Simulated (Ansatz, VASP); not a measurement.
**SiO2: VASP beside Ansatz**

```
CELL_PARAMETERS angstrom
5.25854 0.00000 0.00000
-2.62927 4.55403 0.00000
0.00000 0.00000 5.75260
ATOMIC_POSITIONS crystal
Si 0.00000 0.50000 0.33333
Si 0.50000 0.50000 0.66667
Si 0.50000 0.00000 0.00000
O 0.58396 0.79198 0.83333
O 0.79198 0.58396 0.50000
O 0.79198 0.20802 0.16667
O 0.41604 0.20802 0.83333
O 0.20802 0.41604 0.50000
O 0.20802 0.79198 0.16667
```

Change from the starting cell: strain +0.030 along x and y, +0.030 along z, atoms carried along.

Alike in both runs: task single point; functional PBE; k mesh 6 × 6 × 4; occupations gaussian, width 0.05 eV; no spin polarisation.

```csv
,VASP,Ansatz
version,VASP 6.6.1,Ansatz 0.2.0
potentials or method,"VASP PAW PBE potentials, release 64 (Si, O), cutoff 520 eV","scalar-relativistic, plane waves, PAW"
valence electrons in the cell,48,48
```

```csv
,VASP,Ansatz,Ansatz less VASP
gap on the k mesh at the Fermi level (eV),4.84,4.85,+0.006
least direct gap on the mesh (eV),5.00,5.01,+0.004
pressure (GPa),-12.8,-12.8,+0.01
"traceless stress, the component that is largest in VASP (GPa)",-0.04,-0.07,-0.027
rms of the force components (eV/Å),0.267,0.261,-0.0057
```

Atom by atom the forces differ by 0.006 eV/Å (rms over components). The functional is the same, so the differences come from potentials, cutoffs and numerics.
